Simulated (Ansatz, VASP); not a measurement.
# Two plane-wave programs on InSb

The input INCAR:

```
SYSTEM = InSb
PREC = Accurate
ENCUT = 520
EDIFF = 1E-6
ISMEAR = 0
SIGMA = 0.15
LREAL = .False.
LASPH = .True.
NELM = 60
ALGO = Normal
ISIF = 2
LWAVE = .False.
LCHARG = .False.
GGA = PS
NBANDS = 16
```

The input KPOINTS:

```
regular mesh
0
Gamma
  14 14 14
  0 0 0
```

Contents of POSCAR:

```
InSb
1.0
    0.0000000000      3.1194848340      2.6004025576
    3.1194848340      0.0000000000      2.6004025576
    3.1194848340      3.1194848340      0.0000000000
In Sb
1 1
Direct
    0.0000000000      0.0000000000      0.0000000000
    0.5000000000      0.5000000000      0.5000000000
```

Input for Ansatz:

```yaml
crystal:
  lattice:
    - [0.0, 3.119484834, 2.6004025576]
    - [3.119484834, 0.0, 2.6004025576]
    - [3.119484834, 3.119484834, 0.0]
  atoms:
    - { symbol: In, position: [0.0, 0.0, 0.0] }
    - { symbol: Sb, position: [0.5, 0.5, 0.5] }
basis:
  ecutwfc: 420
kpoints:
  mp_grid: { grid: [14, 14, 14] }
hamiltonian:
  xc: pbesol
  pseudopotentials: { kind: paw, azcp: { folder: soft_1 } }
scf:
  occupations: { method: gaussian, width: 0.15 }
output:
  forces: true
  stress: true
  eigenvalues: true
```

Alike in both runs: task single point; functional PBEsol; k mesh 14 × 14 × 14; occupations gaussian, width 0.15 eV; no spin polarisation.

```csv
,VASP,Ansatz
version,VASP 6.6.1,Ansatz 0.2.0
potentials or method,"VASP PAW PBE potentials, release 64 (In_d, Sb), cutoff 520 eV","scalar-relativistic, plane waves, PAW"
valence electrons in the cell,18,28
```

|  | VASP | Ansatz | Ansatz less VASP |
| --- | --- | --- | --- |
| gap on the k mesh at the Fermi level (eV) | none | none | - |
| pressure (GPa) | 11.6 | 11.5 | -0.03 |
| traceless stress, the component that is largest in VASP (GPa) | 23.69 | 23.73 | +0.047 |

VASP's potentials were made for PBE, not for PBEsol, and Ansatz warns of the same on its side. A gap of «none» marks a metal or a gap that the smearing closes. With one functional, cell and mesh, what is left measures potentials, basis and numerics. VASP's potentials hold 18 valence electrons a cell and Ansatz's 28, so a difference there can come from the potentials and not from the codes.

Neither program's run includes spin-orbit coupling.
